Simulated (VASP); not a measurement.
# Ge (Fd-3m) in VASP: further runs, part 3 of 3

VASP 6.6.1. Earlier steps stand in the parts before.

## Step 4: Relaxation of cell and atoms, PBE, target pressure 40 GPa, at which the enthalpy is minimised

Input file INCAR:

```
PREC = Accurate ; ENCUT = 600
EDIFF = 1E-6 ; ISMEAR = -1
SIGMA = 0.02 ; LREAL = F
LASPH = T ; NELM = 100
ALGO = Normal ; ISIF = 3
LWAVE = F ; LCHARG = F
GGA = PE ; IBRION = 2
NSW = 50 ; EDIFFG = -0.02
PSTRESS = 400.0
```

Input file KPOINTS:

```
Automatic mesh
0
Gamma
  6 6 6
```

Input file POSCAR:

```
Ge
1.0
    0.0000000000      2.8289100000      2.8289100000
    2.8289100000      0.0000000000      2.8289100000
    2.8289100000      2.8289100000      0.0000000000
Ge
2
Direct
    0.0000000000      0.0000000000      0.0000000000
    0.2500000000      0.2500000000      0.2500000000
```

Potentials or basis: VASP PAW PBE potentials, release 64 (Ge_d).

Run with:

```bash
> cat potpaw_PBE.64/Ge_d/POTCAR > POTCAR
> mpirun -np 1 vasp_std > vasp.out
```

OUTCAR:

```text
PREC = Accurate
   ENCUT = 600
   EDIFF = 1E-6
   ISMEAR = -1
   LREAL = F
   LASPH = T
   NELM = 100
   ISIF = 3
   GGA = PE
   IBRION = 2
   NSW = 50
   EDIFFG = -0.02
   PSTRESS = 400.0

 ion  position               nearest neighbor table
   1  0.000  0.000  0.000-   2 2.45   2 2.45   2 2.45   2 2.45
   2  0.250  0.250  0.250-   1 2.45   1 2.45   1 2.45   1 2.45

  LATTYP: Found a face centered cubic cell.
 ALAT       =     5.6578200000

  Lattice vectors:

 A1 = (   0.0000000000,   2.8289100000,   2.8289100000)
 A2 = (   2.8289100000,   0.0000000000,   2.8289100000)
 A3 = (   2.8289100000,   2.8289100000,   0.0000000000)

Analysis of symmetry for initial positions (statically):
=====================================================================
 Subroutine PRICEL returns:
 Original cell was already a primitive cell.

 Routine SETGRP: Setting up the symmetry group for a
 face centered cubic supercell.

 Subroutine GETGRP returns: Found 48 space group operations
 (whereof 24 operations were pure point group operations)
 out of a pool of 48 trial point group operations.

The static configuration has the point symmetry T_d .
 The point group associated with its full space group is O_h .
[... 119 lines left out ...]
   EFERMI =   0.00;   METHOD = LEGACY
   ISMEAR =    -1;   SIGMA  =   0.02  broadening in eV -4-tet -1-fermi 0-gaus
   EFERMI_NEDOS =   21; number of points for ismear=-14 and -15
   IALGO  =     38    algorithm
   IMIX   =      4    mixing-type and parameters
     AMIX     =   0.40;   BMIX     =  1.00
     AMIX_MAG =   1.60;   BMIX_MAG =  1.00
  volume/ion in A,a.u.               =      22.64       152.78
  Fermi-wavevector in a.u.,A,eV,Ry     =   1.394756  2.635708 26.468033  1.945346
  Thomas-Fermi vector in A             =   2.518275
   LORBIT       =      0    0 simple, 1 ext, 2 COOP (PROOUT), +10 PAW based schemes
   GGA     = PE    functional components
   LHFCALC =     F    Hartree Fock is set to
   AEXX    =    0.0000 exact exchange contribution
   IVDW    =     0    specifies the selected vdW correction
   LEPSILON=     F    determine dielectric tensor
   LRPA    =     F    only Hartree local field effects (RPA)
 conjugate gradient relaxation of ions
 non-spin polarized calculation
  energy-cutoff  :      600.00
  volume of cell :       45.28
 maximum number of plane-waves:      1527
   NGX = 15   NGY = 15   NGZ = 15

--------------------------------------- Ionic step        1  -------------------------------------------

 number of electron      28.0000013 magnetization

 Free energy of the ion-electron system (eV)
  ---------------------------------------------------
  ext. energy  EPLUGINS =         0.00000000
  ---------------------------------------------------
  free energy    TOTEN  =        -8.96508346 eV

  energy without entropy =       -8.96470926  energy(sigma->0) =       -8.96489636

 E-fermi :   5.0356     XC(G=0):  -9.9172

 val. band max:        5.0021457345   @ k =   0.0000   0.0000   0.0000
 cond. band min:       5.0377423368   @ k =   0.0000   0.0000   0.0000
 fundamental gap:      0.0355966023
 Fermi energy:         5.0355606937
[... 942 lines left out ...]
--------------------------------------- Ionic step        8  -------------------------------------------

 number of electron      28.0000012 magnetization

 Free energy of the ion-electron system (eV)
  ---------------------------------------------------
  ext. energy  EPLUGINS =         0.00000000
  ---------------------------------------------------
  free energy    TOTEN  =        -7.80356511 eV

  energy without entropy =       -7.80352785  energy(sigma->0) =       -7.80354648

 E-fermi :   8.0915     XC(G=0): -11.2362

 val. band max:        7.9852112202   @ k =   0.0000   0.0000   0.0000
 cond. band min:       8.2144605579   @ k =   0.3333   0.3333   0.0000
 fundamental gap:      0.2292493377
 Fermi energy:         8.0915193288
[... 367 lines left out ...]
  energy  without entropy=       -7.8035278548  energy(sigma->0) =       -7.80354648

  enthalpy is  TOTEN    =         0.8816451781 eV   P V=        8.6852102883

 reached required accuracy - stopping structural energy minimisation
```

OSZICAR:

```text
N       E                     dE             d eps       ncg     rms          rms(c)
DAV:   1     0.169813493015E+03    0.16981E+03   -0.16992E+04   592   0.459E+03
DAV:   2     0.129883504200E+02   -0.15683E+03   -0.15450E+03   576   0.584E+02
DAV:   3    -0.836686977746E+01   -0.21355E+02   -0.21155E+02   630   0.154E+02
DAV:   4    -0.904383633319E+01   -0.67697E+00   -0.67550E+00   672   0.318E+01
[... 67 lines left out ...]
   7 F= 0.88164922E+00 E0= 0.88166782E+00  d E =-.145086E-05
       N       E                     dE             d eps       ncg     rms          rms(c)
DAV:   1    -0.780356640429E+01    0.53249E-03   -0.14612E-05   692   0.895E-02    0.666E-03
DAV:   2    -0.780356536874E+01    0.10355E-05   -0.90426E-07   296   0.259E-02    0.345E-03
DAV:   3    -0.780356511023E+01    0.25851E-06   -0.65938E-07   296   0.152E-02
   8 F= 0.88164518E+00 E0= 0.88166381E+00  d E =-.548972E-05
```

Wall time 45 s (1 thread of Intel Xeon Platinum 8559C (Emerald Rapids), shared host); peak memory 0.19 GiB.

Results:

```yaml
Free_energy: -7.8036 eV
Relaxed_volume: 17.39 Å³/atom
Relaxed_cell: a = 3.664 Å, b = 3.664 Å, c = 3.664 Å, α = 60.00°, β = 60.00°, γ = 60.00°
Space_group_after_relaxing_to_0.05_Å: Fd-3m (No. 227)
Energy_change_on_relaxing_the_enthalpy_is_what_falls: +580.8 meV/atom
Ionic_steps: 8
Pressure_after_relaxing: 39.8 GPa
Band_gap_on_the_k_mesh: 0.23 eV, indirect (least direct gap 2.59 eV)
```

Step by step:
| step | energy change (eV) | largest force (eV/Å) | pressure (GPa) | volume (Å³) |
| --- | --- | --- | --- | --- |
| 1 | 0.0000 | 0.0000 | 3.54 | 45.28 |
| 2 | 16.6965 | 0.0000 | 433.99 | 19.22 |
| 3 | 0.7966 | 0.0000 | 30.61 | 36.47 |
| 4 | 0.9805 | 0.0000 | 34.92 | 35.56 |
| 5 | 1.2099 | 0.0000 | 40.73 | 34.60 |
| 6 | 1.1608 | 0.0000 | 39.73 | 34.79 |
| 7 | 1.1610 | 0.0000 | 39.67 | 34.79 |
| 8 | 1.1615 | 0.0000 | 39.82 | 34.79 |

Final structure:
```
Ge
1.0
     0.00000    2.59100    2.59100
     2.59100    0.00000    2.59100
     2.59100    2.59100    0.00000
Ge
2
Direct
  0.00000 0.00000 0.00000
  0.25000 0.25000 0.25000
```

Caveat: the cell is relaxed towards a set pressure, so the enthalpy falls and the energy may rise; the volume moved by over 15 % at a fixed basis, so the end points are rough.

## Step 5: Summary

| cell | gap on the mesh (eV) | pressure (GPa) |
| --- | --- | --- |
| relaxed to 20 GPa | 0.44 | 20.2 |
| relaxed to 30 GPa | 0.33 | 29.8 |
| relaxed to 40 GPa | 0.23 | 39.8 |

Alike in all rows: task relaxation of cell and atoms; level PBE; potentials or basis VASP PAW PBE potentials, release 64 (Ge_d); no spin polarisation; k mesh 6 × 6 × 6; cutoff (eV) 600; smearing fermi-dirac 0.02 eV.

Caveats: the cell is relaxed towards a set pressure, so the enthalpy falls and the energy may rise; the volume moved by over 15 % at a fixed basis, so the end points are rough (some runs).

Total energies depend on the potentials used, so only differences within one code and one set of settings carry meaning.
